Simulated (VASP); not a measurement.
# HgSe (I-4m2) in VASP: single point with PBE

Aim: the single point of HgSe with PBE.

Program: VASP 6.6.1. These are calculated values, not measurements. Logs are shortened: lines on timing, memory, paths and dates and some standing lists are left out, and cuts for length are marked.

## 1. The cell of the first run

It takes space group I-4m2 (No. 119, tetragonal). Conventional cell: a = 4.410 Å, b = 4.410 Å, c = 6.299 Å, α = 90.00°, β = 90.00°, γ = 90.00°. Hg (site symmetry -4m2) has 4 Se at 2.71 Å within 3.6 Å. Within 3.6 Å of Se (site symmetry -4m2) lie 4 Hg at 2.71 Å.

## 2. Single point, PBE, non-collinear spin, zero start, spin-orbit coupling

INCAR reads:

```
SYSTEM = HgSe
ALGO = Normal
EDIFF = 1E-6
ENCUT = 500
GGA = PE
GGA_COMPAT = .FALSE.
ISIF = 2
ISMEAR = 0
LASPH = .TRUE.
LCHARG = .TRUE.
LORBIT = 11
LORBMOM = .TRUE.
LREAL = .FALSE.
LSORBIT = .TRUE.
LVHAR = .TRUE.
LWAVE = .FALSE.
MAGMOM = 0 0 0 0 0 0
NBANDS = 30
NELM = 200
PREC = Accurate
SIGMA = 0.05
```

KPOINTS reads:

```
k-points
0
G
  10 10 10
  0 0 0
```

POSCAR reads:

```
HgSe
1.0
    0.0000000000      3.1182044413      3.1182044413
    3.1493864857      0.0000000000      3.1182044413
    3.1493864857      3.1182044413      0.0000000000
Hg Se
1 1
Direct
    0.0000000000      0.0000000000      0.0000000000
    0.7500000000      0.7500000000      0.7500000000
```

Potentials or basis: VASP PAW PBE potentials, release 64 (Hg, Se).

Launch:

```
cat potpaw_PBE.64/Hg/POTCAR potpaw_PBE.64/Se/POTCAR > POTCAR
mpirun -np 1 vasp_ncl > vasp.out
```

OUTCAR:

```text
SYSTEM = HgSe
   EDIFF = 1E-6
   ENCUT = 500
   GGA = PE
   ISIF = 2
   ISMEAR = 0
   LASPH = .TRUE.
   LORBIT = 11
   LREAL = .FALSE.
   LSORBIT = .TRUE.
   NELM = 200
   PREC = Accurate

 ion  position               nearest neighbor table
   1  0.000  0.000  0.000-   2 2.71   2 2.71   2 2.71   2 2.71
   2  0.750  0.750  0.750-   1 2.71   1 2.71   1 2.71   1 2.71

  LATTYP: Found a body centered tetragonal cell.
 ALAT       =     4.4098070111
 C/A-ratio  =     1.4283556980

  Lattice vectors:

 A1 = (   3.1493864857,   0.0000000000,   3.1182044413)
 A2 = (   3.1493864857,   0.0000000000,  -3.1182044413)
 A3 = (  -3.1493864857,   3.1182044413,   0.0000000000)

Analysis of symmetry for initial positions (statically):
=====================================================================
 Subroutine PRICEL returns:
 Original cell was already a primitive cell.

 Routine SETGRP: Setting up the symmetry group for a
 body centered tetragonal supercell.

 Subroutine GETGRP returns: Found  8 space group operations
 (whereof  8 operations were pure point group operations)
 out of a pool of 16 trial point group operations.

The static configuration has the point symmetry D_2d.

Analysis of symmetry for dynamics (positions and initial velocities):
=====================================================================
 Subroutine PRICEL returns:
 Original cell was already a primitive cell.

 Routine SETGRP: Setting up the symmetry group for a
 body centered tetragonal supercell.

 Subroutine GETGRP returns: Found  8 space group operations
 (whereof  8 operations were pure point group operations)
 out of a pool of 16 trial point group operations.

The dynamic configuration has the point symmetry D_2d.

Analysis of structural, dynamic, and magnetic symmetry:
=====================================================================
 Subroutine PRICEL returns:
 Original cell was already a primitive cell.

 Routine SETGRP: Setting up the symmetry group for a
 body centered tetragonal supercell.

 Subroutine GETGRP returns: Found  8 space group operations
 (whereof  8 operations were pure point group operations)
 out of a pool of 16 trial point group operations.

The overall configuration has the point symmetry D_2d.

 Subroutine INISYM returns: Found  8 space group operations
 (whereof  8 operations are pure point group operations),
 and found     1 'primitive' translations

----------------------------------------------------------------------------------------

                                     Primitive cell

  volume of cell :      61.2442

  direct lattice vectors                    reciprocal lattice vectors
     0.000000000  3.118204441  3.118204441    -0.158761080  0.160348691  0.160348691
     3.149386486  0.000000000  3.118204441     0.158761080 -0.160348691  0.160348691
     3.149386486  3.118204441  0.000000000     0.158761080  0.160348691 -0.160348691

  length of vectors
     4.409807011  4.431910894  4.431910894     0.276818507  0.276818507  0.276818507

  position of ions in fractional coordinates (direct lattice)
     0.000000000  0.000000000  0.000000000
     0.750000000  0.750000000  0.750000000

  ion indices of the primitive-cell ions
   primitive index   ion index
                 1           1
                 2           2

----------------------------------------------------------------------------------------

 KPOINTS: k-points

Automatic generation of k-mesh.
 Grid dimensions read from file:
 generate k-points for:   10   10   10

 Generating k-lattice:

  Cartesian coordinates                     Fractional coordinates (reciprocal lattice)
    -0.015876108  0.016034869  0.016034869     0.100000000  0.000000000  0.000000000
     0.015876108 -0.016034869  0.016034869     0.000000000  0.100000000 -0.000000000
     0.015876108  0.016034869 -0.016034869     0.000000000 -0.000000000  0.100000000

[... 91 lines left out ...]
   NGX = 17   NGY = 17   NGZ = 17

 number of electron      17.9999998 magnetization       0.0000000      0.0000000      0.0000000

 number of electron      17.9999998 magnetization       0.0000000      0.0000000     -0.0000000

 number of electron      17.9999998 magnetization       0.0000000     -0.0000000     -0.0000000

 number of electron      17.9999998 magnetization      -0.0000000     -0.0000000     -0.0000000

 Free energy of the ion-electron system (eV)
  ---------------------------------------------------
  ext. energy  EPLUGINS =         0.00000000
  ---------------------------------------------------
  free energy    TOTEN  =        -4.38550396 eV

  energy without entropy =       -4.38542474  energy(sigma->0) =       -4.38546435

 E-fermi :   1.0544     XC(G=0):  -8.6550

 val. band max:        1.0378249477   @ k =   0.0000   0.0000   0.0000
 cond. band min:       1.0552335289   @ k =   0.0000   0.0000   0.0000
 fundamental gap:      0.0174085812
 Fermi energy:         1.0543668252

 k-point     1 :       0.0000    0.0000    0.0000
  band No.  band energies     occupation
      1     -11.9471      1.00000
      2     -11.9471      1.00000
      3      -6.5428      1.00000
      4      -6.5428      1.00000
      5      -6.5425      1.00000
      6      -6.5425      1.00000
[... 781 lines left out ...]
     29      10.9265      0.00000
     30      10.9950      0.00000

 [... further k-points ...]
[... 5 lines left out ...]
  --------------------------------------------------------------------------------------
  -------------------------------------------------------------------------------------
  Total       -0.0669769     -0.0085772     -0.0085772      0.0000000      0.0000000     -0.0000000
  in kB       -1.7521479     -0.2243824     -0.2243824      0.0000000      0.0000000     -0.0000000
  external PRESSURE =      -0.7336376 kB  Pullay stress =       0.0000000 kB

 VOLUME and BASIS-vectors are now :
 -----------------------------------------------------------------------------
  energy-cutoff  :      500.00
  volume of cell :       61.24
      direct lattice vectors                 reciprocal lattice vectors
     0.000000000  3.118204441  3.118204441    -0.158761080  0.160348691  0.160348691
     3.149386486  0.000000000  3.118204441     0.158761080 -0.160348691  0.160348691
     3.149386486  3.118204441  0.000000000     0.158761080  0.160348691 -0.160348691

 POSITION                                       TOTAL-FORCE (eV/Angst)
 -----------------------------------------------------------------------------------
      0.00000      0.00000      0.00000         0.000000      0.000000      0.000000
      4.72408      4.67731      4.67731        -0.000000     -0.000000      0.000000
 -----------------------------------------------------------------------------------
    total drift:                                0.000000     -0.000000     -0.000000

  FREE ENERGIE OF THE ION-ELECTRON SYSTEM (eV)
  ---------------------------------------------------
  free  energy   TOTEN  =        -4.3855039621 eV

  energy  without entropy=       -4.3854247405  energy(sigma->0) =       -4.38546435

 orbital moment (x)

 # of ion     p       d       tot
 ----------------------------------------
  1         0.000  -0.000  -0.000
  2        -0.000  -0.000  -0.000
 ----------------------------------------
           -0.000  -0.000  -0.000

 orbital moment (y)

 # of ion     p       d       tot
 ----------------------------------------
  1        -0.000   0.000   0.000
  2         0.000   0.000   0.000
 ----------------------------------------
           -0.000   0.000   0.000

 orbital moment (z)

 # of ion     p       d       tot
 ----------------------------------------
  1         0.000   0.000   0.000
  2         0.000  -0.000  -0.000
 ----------------------------------------
            0.000  -0.000  -0.000

 Spin-Orbit-Coupling matrix elements

 Ion:    1  E_soc:     -0.5534652
 l=   1
     0.0000000    -0.0259141    -0.0259750
    -0.0259141     0.0000000    -0.0259750
    -0.0259750    -0.0259750     0.0000000
 l=   2
     0.0000000    -0.0133474     0.0000000    -0.0133323    -0.0529497
    -0.0133474     0.0000000    -0.0397065    -0.0133474    -0.0132355
     0.0000000    -0.0397065     0.0000000    -0.0397089     0.0000000
    -0.0133323    -0.0133474    -0.0397089     0.0000000    -0.0132408
    -0.0529497    -0.0132355     0.0000000    -0.0132408     0.0000000
 l=   3
     0.0000000     0.0000000     0.0000000     0.0000000     0.0000000     0.0000000     0.0000000
     0.0000000     0.0000000     0.0000000     0.0000000     0.0000000     0.0000000     0.0000000
     0.0000000     0.0000000     0.0000000     0.0000000     0.0000000     0.0000000     0.0000000
     0.0000000     0.0000000     0.0000000     0.0000000     0.0000000     0.0000000     0.0000000
     0.0000000     0.0000000     0.0000000     0.0000000     0.0000000     0.0000000     0.0000000
     0.0000000     0.0000000     0.0000000     0.0000000     0.0000000     0.0000000     0.0000000
     0.0000000     0.0000000     0.0000000     0.0000000     0.0000000     0.0000000     0.0000000

 Ion:    2  E_soc:     -0.0482446
 l=   1
     0.0000000    -0.0080560    -0.0080024
    -0.0080560     0.0000000    -0.0080024
    -0.0080024    -0.0080024     0.0000000
 l=   2
     0.0000000    -0.0000093     0.0000000    -0.0000094    -0.0000112
    -0.0000093     0.0000000    -0.0000083    -0.0000093    -0.0000028
     0.0000000    -0.0000083     0.0000000    -0.0000084     0.0000000
    -0.0000094    -0.0000093    -0.0000084     0.0000000    -0.0000028
    -0.0000112    -0.0000028     0.0000000    -0.0000028     0.0000000
 l=   3
     0.0000000     0.0000000     0.0000000     0.0000000     0.0000000     0.0000000     0.0000000
     0.0000000     0.0000000     0.0000000     0.0000000     0.0000000     0.0000000     0.0000000
     0.0000000     0.0000000     0.0000000     0.0000000     0.0000000     0.0000000     0.0000000
     0.0000000     0.0000000     0.0000000     0.0000000     0.0000000     0.0000000     0.0000000
     0.0000000     0.0000000     0.0000000     0.0000000     0.0000000     0.0000000     0.0000000
     0.0000000     0.0000000     0.0000000     0.0000000     0.0000000     0.0000000     0.0000000
     0.0000000     0.0000000     0.0000000     0.0000000     0.0000000     0.0000000     0.0000000

 total charge

# of ion       s       p       d       tot
------------------------------------------
    1        0.702   0.360   9.390  10.452
    2        1.467   2.268   0.028   3.763
--------------------------------------------------
tot          2.169   2.628   9.418  14.215

 magnetization (x)

# of ion       s       p       d       tot
------------------------------------------
    1        0.000  -0.000  -0.000  -0.000
    2       -0.000   0.000   0.000  -0.000
--------------------------------------------------
tot          0.000  -0.000  -0.000  -0.000

 magnetization (y)

# of ion       s       p       d       tot
------------------------------------------
    1        0.000   0.000   0.000   0.000
    2        0.000   0.000   0.000   0.000
--------------------------------------------------
tot          0.000   0.000   0.000   0.000

 magnetization (z)

# of ion       s       p       d       tot
------------------------------------------
    1       -0.000   0.000   0.000  -0.000
    2       -0.000  -0.000  -0.000  -0.000
--------------------------------------------------
tot         -0.000  -0.000  -0.000  -0.000
```

Wall time 2.8 min (1 thread of Intel Xeon 6975P-C (Granite Rapids), shared host); peak memory 0.59 GiB.

Results:

```yaml
Free_energy: -4.3855 eV
Pressure: -0.1 GPa
Net_moment: 0.00 μB per cell
Valence_electrons_inside_the_program's_atomic_spheres: Hg 10.45; Se 3.76
```

Moments on the atoms (μB; x, y, z):
```
Hg  0.00 0.00 0.00
Se  0.00 0.00 0.00
```
